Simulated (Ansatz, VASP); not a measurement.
# One calculation of Te, two programs

POSCAR

```
Te
1.0
   10.5000000000      0.0000000000      0.0000000000
    0.0000000000     11.0000000000      0.0000000000
    0.0000000000      0.0000000000     11.5000000000
Te
1
Direct
    0.5000000000      0.5045454500      0.5000000000
```

INCAR.step1

```
SYSTEM = Te
  PREC = Accurate
  ENCUT = 440
  ISMEAR = 0
  SIGMA = 0.005
  LREAL = .FALSE.
  LASPH = .TRUE.
  NELM = 200
  ISPIN = 2
  MAGMOM = 2
  NBANDS = 13
  GGA = PE
  ALGO = Normal
  EDIFF = 1E-5
  LWAVE = .TRUE.
  LCHARG = .FALSE.
  GGA_COMPAT = .FALSE.
  NELMDL = -8
```

INCAR.step2

```
SYSTEM = Te
  PREC = Accurate
  ENCUT = 440
  EDIFF = 1E-6
  ISMEAR = 0
  SIGMA = 0.005
  LREAL = .FALSE.
  LASPH = .TRUE.
  NELM = 200
  ALGO = Normal
  ISIF = 2
  LWAVE = .FALSE.
  LCHARG = .FALSE.
  ISPIN = 2
  MAGMOM = 2
  LORBIT = 11
  METAGGA = R2SCAN
  LMIXTAU = .TRUE.
  NBANDS = 13
  ISTART = 1
  GGA_COMPAT = .FALSE.
```

File KPOINTS:

```
Automatic mesh
0
G
  1 1 1
  0 0 0
```

Input for Ansatz:

```yaml
crystal:
  lattice:
    - [10.5, 0.0, 0.0]
    - [0.0, 11.0, 0.0]
    - [0.0, 0.0, 11.5]
  atoms:
    - { symbol: Te, position: [0.5, 0.50454545, 0.5], spin: 2.0 }
magnetization:
  spin_polarized: true
hamiltonian:
  xc: r2scan
kpoints:
  mp_grid: { grid: [1, 1, 1] }
scf:
  occupations: { method: gaussian, width: 0.005 }
  max_iter: 140
  lower_state_search: "off"
output:
  forces: true
```

Alike in both runs: task single point; functional r2SCAN; k mesh 1 × 1 × 1; occupations gaussian, width 0.005 eV; collinear spin.

```csv
,VASP,Ansatz
version,VASP 6.6.1,Ansatz 0.2.0
potentials or method,"VASP PAW PBE potentials, release 64 (Te)","scalar-relativistic, plane waves, PAW"
plane-wave cutoff (eV),440,500
valence electrons in the cell,6,16
```

Ansatz gave:

```
net moment per atom (μB)                                      : 2.00
size of the moment on the site where the two differ most (μB) : 2.00
```

Problem. What did VASP give for the same quantities?

Solution. net moment per atom (μB): 2.00; size of the moment on the site where the two differ most (μB): 0.99.

VASP's potentials were made for PBE, not for r2SCAN. Site moments also hang on the region over which each program counts them. VASP's potentials hold 6 valence electrons a cell and Ansatz's 16, so a difference there can come from the potentials and not from the codes. Ansatz's warnings: stability check not made.

Neither program's run includes spin-orbit coupling.
